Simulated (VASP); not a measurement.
# Mg3Sb2 (P-3m1) in VASP: notebook, part 2 of 2

VASP 6.6.1. Earlier steps stand in the parts before.

## Step 3: Relaxation of shape and atoms at fixed volume, PBE (27.39 Å³/atom)

INCAR

```
SYSTEM = Mg3Sb2
PREC     = Accurate       ! precision mode
ENCUT    = 600            ! plane-wave cutoff, eV
EDIFF    = 1E-7           ! SCF threshold, eV
ISMEAR   = 0              ! smearing method
SIGMA    = 0.01           ! smearing width, eV
LREAL    = .False.        ! projectors in reciprocal space
LASPH    = .True.         ! aspherical terms in the spheres
NELM     = 120            ! most SCF steps
ALGO     = Normal         ! electronic algorithm
ISIF     = 4              ! what is computed and relaxed
LWAVE    = .False.        ! write WAVECAR
LCHARG   = .False.        ! write CHGCAR
GGA      = PE             ! functional
IBRION   = 2              ! ionic algorithm
NSW      = 50             ! ionic steps
EDIFFG   = -0.01          ! ionic threshold
GGA_COMPAT= .False.      
NELMIN   = 4
```

KPOINTS

```
Automatic mesh
0
Gamma
  12 12 6
  0 0 0
```

POSCAR

```
Mg3Sb2
1.0
    4.6393530817      0.0000000000      0.0000000000
   -2.3196765408      4.0177976259      0.0000000000
    0.0000000000      0.0000000000      7.3463028203
Mg Sb
3 2
Direct
    0.3333333333      0.6666666667      0.6319624128
    0.6666666667      0.3333333333      0.3680375872
    0.0000000000      0.0000000000      0.0000000000
    0.3333333333      0.6666666667      0.2256273019
    0.6666666667      0.3333333333      0.7743726981
```

Potentials or basis: VASP PAW PBE potentials, release 64 (Mg, Sb).

Launch:

```bash
cat potpaw_PBE.64/Mg/POTCAR potpaw_PBE.64/Sb/POTCAR > POTCAR
mpirun -np 1 vasp_std > vasp.out
```

OUTCAR:

```text
SYSTEM = Mg3Sb2
   PREC = Accurate
   ENCUT = 600
   EDIFF = 1E-7
   ISMEAR = 0
   LREAL = .False.
   LASPH = .True.
   NELM = 120
   ISIF = 4
   GGA = PE
   IBRION = 2
   NSW = 50
   EDIFFG = -0.01
   NELMIN = 4

 ion  position               nearest neighbor table
   1  0.333  0.667  0.632-   5 2.88   5 2.88   5 2.88   4 2.99   2 3.31   2 3.31   2 3.31
   2  0.667  0.333  0.368-   4 2.88   4 2.88   4 2.88   5 2.99   1 3.31   1 3.31   1 3.31
   3  0.000  0.000  0.000-   4 3.15   5 3.15   4 3.15   5 3.15   5 3.15   4 3.15
   4  0.333  0.667  0.226-   2 2.88   2 2.88   2 2.88   1 2.99   3 3.15   3 3.15   3 3.15
   5  0.667  0.333  0.774-   1 2.88   1 2.88   1 2.88   2 2.99   3 3.15   3 3.15   3 3.15

  LATTYP: Found a hexagonal cell.
 ALAT       =     4.6393530817
 C/A-ratio  =     1.5834756896

  Lattice vectors:

 A1 = (   4.6393530817,   0.0000000000,   0.0000000000)
 A2 = (  -2.3196765408,   4.0177976259,   0.0000000000)
 A3 = (   0.0000000000,   0.0000000000,   7.3463028203)

Analysis of symmetry for initial positions (statically):
=====================================================================
 Subroutine PRICEL returns:
 Original cell was already a primitive cell.

 Routine SETGRP: Setting up the symmetry group for a
 hexagonal supercell.

 Subroutine GETGRP returns: Found 12 space group operations
 (whereof 12 operations were pure point group operations)
 out of a pool of 24 trial point group operations.

The static configuration has the point symmetry D_3d.

Analysis of symmetry for dynamics (positions and initial velocities):
=====================================================================
 Subroutine PRICEL returns:
 Original cell was already a primitive cell.

 Routine SETGRP: Setting up the symmetry group for a
 hexagonal supercell.

 Subroutine GETGRP returns: Found 12 space group operations
 (whereof 12 operations were pure point group operations)
 out of a pool of 24 trial point group operations.

The dynamic configuration has the point symmetry D_3d.

 Subroutine INISYM returns: Found 12 space group operations
 (whereof 12 operations are pure point group operations),
 and found     1 'primitive' translations

----------------------------------------------------------------------------------------

                                     Primitive cell

  volume of cell :     136.9350

  direct lattice vectors                    reciprocal lattice vectors
     4.639353082  0.000000000  0.000000000     0.215547293  0.124446288  0.000000000
    -2.319676541  4.017797626  0.000000000     0.000000000  0.248892576  0.000000000
     0.000000000  0.000000000  7.346302820     0.000000000  0.000000000  0.136122894

  length of vectors
     4.639353082  4.639353082  7.346302820     0.248892576  0.248892576  0.136122894

  position of ions in fractional coordinates (direct lattice)
     0.333333333  0.666666667  0.631962413
     0.666666667  0.333333333  0.368037587
     0.000000000  0.000000000  0.000000000
     0.333333333  0.666666667  0.225627302
[... 69 lines left out ...]
   NGX,Y,Z   is equivalent  to a cutoff of  14.33, 14.33, 13.58 a.u.
   NGXF,Y,Z  is equivalent  to a cutoff of  28.67, 28.67, 27.16 a.u.
 SYSTEM =  Mg3Sb2
   PREC   = accura    normal or accurate (medium, high low for compatibility)
   ISTART =      0    job   : 0-new  1-cont  2-samecut
   ICHARG =      2    charge: 1-file 2-atom 10-const
   ISPIN  =      1    spin polarized calculation?
   LNONCOLLINEAR =      F non collinear calculations
   LSORBIT =      F    spin-orbit coupling
   LASPH  =      T    aspherical Exc in radial PAW
   ENCUT  =  600.0 eV  44.10 Ry    6.64 a.u.   9.27  9.27 14.67*2*pi/ulx,y,z
   NELM   =    120;   NELMIN=  4; NELMDL= -5     # of ELM steps
   EDIFF  = 0.1E-06   stopping-criterion for ELM
   LREAL  =      F    real-space projection
   EDIFFG = -.1E-01   stopping-criterion for IOM
   NSW    =     50    number of steps for IOM
   IBRION =      2    ionic relax: 0-MD 1-quasi-New 2-CG
   NFREE  =      1    steps in history (QN), initial steepest desc. (CG)
   ISIF   =      4    stress and relaxation
   ISYM   =      2    0-nonsym 1-usesym 2-fastsym
   POTIM  = 0.5000    time-step for ionic-motion
   TEBEG  =    0.0;   TEEND  =   0.0 temperature during run
   PSTRESS=    0.0 pullay stress
   NELECT =      16.0000    total number of electrons
   NUPDOWN=      -1.0000    fix difference up-down
   EMIN   =  10.00;   EMAX   =-10.00  energy-range for DOS
   EFERMI =   0.00;   METHOD = LEGACY
   ISMEAR =     0;   SIGMA  =   0.01  broadening in eV -4-tet -1-fermi 0-gaus
   EFERMI_NEDOS =   21; number of points for ismear=-14 and -15
   IALGO  =     38    algorithm
   IMIX   =      4    mixing-type and parameters
     AMIX     =   0.40;   BMIX     =  1.00
     AMIX_MAG =   1.60;   BMIX_MAG =  1.00
  volume/ion in A,a.u.               =      27.39       184.82
  Fermi-wavevector in a.u.,A,eV,Ry     =   0.800344  1.512431  8.715220  0.640551
  Thomas-Fermi vector in A             =   1.907622
   LORBIT       =      0    0 simple, 1 ext, 2 COOP (PROOUT), +10 PAW based schemes
   GGA     = PE    functional components
   LHFCALC =     F    Hartree Fock is set to
   AEXX    =    0.0000 exact exchange contribution
   IVDW    =     0    specifies the selected vdW correction
   LEPSILON=     F    determine dielectric tensor
   LRPA    =     F    only Hartree local field effects (RPA)
 conjugate gradient relaxation of ions
 non-spin polarized calculation
 Gauss-broadening in eV      SIGMA  =   0.01
  energy-cutoff  :      600.00
  volume of cell :      136.93
 maximum number of plane-waves:      4637
 NGX is ok and might be reduce to    40
   NGX = 19   NGY = 19   NGZ = 29

--------------------------------------- Ionic step        1  -------------------------------------------

 number of electron      16.0000000 magnetization

 Free energy of the ion-electron system (eV)
  ---------------------------------------------------
  ext. energy  EPLUGINS =         0.00000000
  ---------------------------------------------------
  free energy    TOTEN  =       -14.63386526 eV

  energy without entropy =      -14.63386514  energy(sigma->0) =      -14.63386520

------------------------ aborting loop because EDIFF is reached ----------------------------------------

  FORCE on cell =-STRESS in cart. coord.  units (eV):
  Direction    XX          YY          ZZ          XY          YZ          ZX
  --------------------------------------------------------------------------------------
  -------------------------------------------------------------------------------------
  Total       -1.0269288     -1.0269288     -0.9745825     -0.0000000      0.0000000     -0.0000000
  in kB      -12.0153551    -12.0153551    -11.4028882     -0.0000000      0.0000000     -0.0000000
  external PRESSURE =     -11.8111994 kB  Pullay stress =       0.0000000 kB
[... 65 lines left out ...]
--------------------------------------- Ionic step        3  -------------------------------------------

 number of electron      16.0000000 magnetization

 Free energy of the ion-electron system (eV)
  ---------------------------------------------------
  ext. energy  EPLUGINS =         0.00000000
  ---------------------------------------------------
  free energy    TOTEN  =       -14.63448403 eV

  energy without entropy =      -14.63448403  energy(sigma->0) =      -14.63448403

 E-fermi :   4.1214     XC(G=0):  -8.6301

 val. band max:        4.0911675849   @ k =   0.0000   0.0000   0.0000
 cond. band min:       4.1544219481   @ k =   0.0000   0.4167   0.3333
 fundamental gap:      0.0632543632
 Fermi energy:         4.1214411906

 k-point     1 :       0.0000    0.0000    0.0000
  band No.  band energies     occupation
      1      -5.9753      2.00000
      2      -4.8322      2.00000
      3      -0.6302      2.00000
      4       3.0744      2.00000
      5       3.0744      2.00000
      6       3.7389      2.00000
      7       3.7389      2.00000
      8       4.0912      1.99998
      9       4.9764      0.00000
     10       5.2567      0.00000
     11       7.1406      0.00000
     12       7.1406      0.00000
[... 331 lines left out ...]
 k-point    24 :       0.0000    0.1667    0.1667
  band No.  band energies     occupation
      1      -5.7460      2.00000
      2      -4.8304      2.00000
      3      -0.2113      2.00000
      4       1.7856      2.00000
      5       2.3035      2.00000
      6       2.7178      2.00000
      7       3.5576      2.00000
      8       3.6075      2.00000
      9       5.4361      0.00000
     10       6.2338      0.00000
     11       7.2801      0.00000
     12       7.5620      0.00000

 [... further k-points ...]

------------------------ aborting loop because EDIFF is reached ----------------------------------------

  FORCE on cell =-STRESS in cart. coord.  units (eV):
  Direction    XX          YY          ZZ          XY          YZ          ZX
  --------------------------------------------------------------------------------------
  -------------------------------------------------------------------------------------
  Total       -0.9570724     -0.9570724     -0.9659227     -0.0000000      0.0000000     -0.0000000
  in kB      -11.1980152    -11.1980152    -11.3015662     -0.0000000      0.0000000     -0.0000000
  external PRESSURE =     -11.2325322 kB  Pullay stress =       0.0000000 kB
[... 20 lines left out ...]
  FREE ENERGIE OF THE ION-ELECTRON SYSTEM (eV)
  ---------------------------------------------------
  free  energy   TOTEN  =       -14.6344840285 eV

  energy  without entropy=      -14.6344840271  energy(sigma->0) =      -14.63448403

 reached required accuracy - stopping structural energy minimisation
```

Wall time 2.3 min (1 thread of Intel Xeon 6975P-C (Granite Rapids), shared host); peak memory 0.47 GiB.

What came out:

| Item | Value |
| --- | --- |
| Free energy | -14.6345 eV |
| Energy gained by relaxing | 0.1 meV/atom |
| Ionic steps | 3 |
| Pressure after relaxing | -1.1 GPa |
| Largest force after relaxing | 0.004 eV/Å |
| Band gap on the k mesh | 0.06 eV (least direct gap 0.89 eV) |

Forces in eV/Å, atoms in the order of the input:
```
Mg   0.000  0.000  0.004
Mg   0.000  0.000 -0.004
Mg   0.000  0.000  0.000
Sb   0.000  0.000  0.000
Sb   0.000  0.000  0.000
```

The path:
```
step  energy change (eV)  largest force (eV/Å)  pressure (GPa)  volume (Å³)
   1              0.0000                0.0557           -1.18       136.93
   2             -0.0003                0.0416           -1.17       136.93
   3             -0.0006                0.0039           -1.12       136.93
```

Final structure:
```yaml
crystal:
  lattice:
    - [4.63629, 0.00000, 0.00000]
    - [-2.31814, 4.01514, 0.00000]
    - [0.00000, 0.00000, 7.35603]
  atoms:
    - { symbol: Mg, position: [0.33333, 0.66667, 0.63206] }
    - { symbol: Mg, position: [0.66667, 0.33333, 0.36794] }
    - { symbol: Mg, position: [0.00000, 0.00000, 0.00000] }
    - { symbol: Sb, position: [0.33333, 0.66667, 0.22707] }
    - { symbol: Sb, position: [0.66667, 0.33333, 0.77293] }
```

Levels at points of the mesh, in eV from the valence-band top:
```
           k point  band 5  band 6  band 7  band 8  band 9  band 10  band 11  band 12
(0.00, 0.00, 0.00)   -1.02   -0.35   -0.35    0.00    0.89     1.17     3.05     3.05
(0.50, 0.00, 0.00)   -3.09   -2.17   -2.10   -0.83    0.40     1.90     2.15     2.82
(0.00, 0.00, 0.50)   -0.73   -0.73   -0.66   -0.66    1.72     1.73     2.71     2.71
(0.50, 0.00, 0.50)   -1.73   -1.62   -1.55   -1.44    0.40     1.34     1.70     2.26
```

Caveat: spin-orbit coupling is left out, which moves the levels of the heavy elements. A k mesh can miss the band edges.
